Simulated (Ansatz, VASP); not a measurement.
CdS in VASP and in Ansatz

INCAR

```
PREC = Accurate ; ENCUT = 520
EDIFF = 1E-7 ; ISMEAR = -1
SIGMA = 0.02 ; LREAL = False
LASPH = True ; NELM = 100
ALGO = Normal ; ISIF = 2
LWAVE = False ; LCHARG = False
GGA = PE ; NBANDS = 16
```

The input KPOINTS:

```
regular mesh
0
Gamma
  8 8 8
```

File POSCAR:

```
CdS
1.0
    0.0853734102      2.9575741518      2.9575741518
    2.9575741518      0.0853734102      2.9575741518
    2.9575741518      2.9575741518      0.0853734102
Cd S
1 1
Direct
    0.0032349636      0.0032349636      0.0032349636
    0.2467650364      0.2467650364      0.2467650364
```

Input for Ansatz:

```yaml
crystal:
  lattice:
    - [0.0853734102, 2.9575741518, 2.9575741518]
    - [2.9575741518, 0.0853734102, 2.9575741518]
    - [2.9575741518, 2.9575741518, 0.0853734102]
  atoms:
    - { symbol: Cd, position: [0.0032349636, 0.0032349636, 0.0032349636] }
    - { symbol: S, position: [0.2467650364, 0.2467650364, 0.2467650364] }
kpoints:
  mp_grid: { grid: [8, 8, 8] }
  band_path:
    path:
      - [0.0, 0.0, 0.0]
      - [-0.5, -0.5, 0.0]
      - [-0.375, -0.375, 0.25]
      - [-0.375, 0.0, 0.375]
      - [0.0, 0.0, 0.5]
      - [-0.5, -0.25, 0.25]
    npoints: 1
hamiltonian:
  xc: pbe
scf:
  occupations: { method: fermi_dirac, width: 0.02 }
  n_extra_bands: 4
output:
  forces: true
  stress: true
  eigenvalues: true
```

Change from the starting cell: epitaxial_111 strain -2.3%.

Alike in both runs: task single point; functional PBE; k mesh 8 × 8 × 8; occupations fermi-dirac, width 0.02 eV; no spin polarisation.

|  | VASP | Ansatz |
| --- | --- | --- |
| version | VASP 6.6.1 | Ansatz 0.2.0 |
| potentials or method | VASP PAW PBE potentials, release 64 (Cd, S) | plane waves, PAW |
| plane-wave cutoff (eV) | 520 | 420 |
| valence electrons in the cell | 18 | 26 |

VASP gave:

| Property | Result |
| --- | --- |
| gap on the k mesh at the Fermi level (eV) | 1.07 |
| pressure (GPa) | 3.3 |
| traceless stress, the component that is largest in VASP (GPa) | -0.74 |
| rms of the force components (eV/Å) | 0.004 |

Task: Estimate Ansatz's values.

Result: gap on the k mesh at the Fermi level (eV): 1.07; pressure (GPa): 2.9; traceless stress, the component that is largest in VASP (GPa): -0.74; rms of the force components (eV/Å): 0.002.

Atom by atom the forces differ by 0.002 eV/Å (rms over components). With one functional, cell and mesh, what is left measures potentials, basis and numerics. VASP's potentials hold 18 valence electrons a cell and Ansatz's 26, so a difference there can come from the potentials and not from the codes.
